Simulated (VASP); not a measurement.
Crystal: GaAs.

```xyz
2
Lattice="0.0000 2.9050 2.8331 2.9050 0.0000 2.8331 2.9050 2.9050 0.0000" Properties=species:S:1:pos:R:3 pbc="T T T"
Ga    0.0000    0.0000    0.0000
As    1.4525    1.4525    1.4165
```

This cell differs from its parent crystal: biaxial xy strain +2.5%.

Base run:

```yaml
Program: VASP 6.6.1
Functional: PBE
Potentials_or_basis: VASP PAW PBE potentials, release 64 (Ga_d, As)
Cutoff: 520 eV
k_mesh: 8 × 8 × 8
Occupations: fermi-dirac, width 0.02 eV
Spin: no spin polarisation
```

Its results: band gap on the k mesh 0.01 eV, direct; pressure -0.4 GPa.

Problem. The run is repeated on the same cell with these changes: functional from PBE to r2SCAN. What comes out?

Solution. Band gap on the k mesh 0.45 eV, direct; pressure -3.2 GPa.

r2SCAN gives the wider gap, since meta-GGAs in the generalised Kohn-Sham scheme recover part of the derivative discontinuity.

Caveats: the PAW data sets were made with another functional, which shifts forces and pressure a little (some runs).

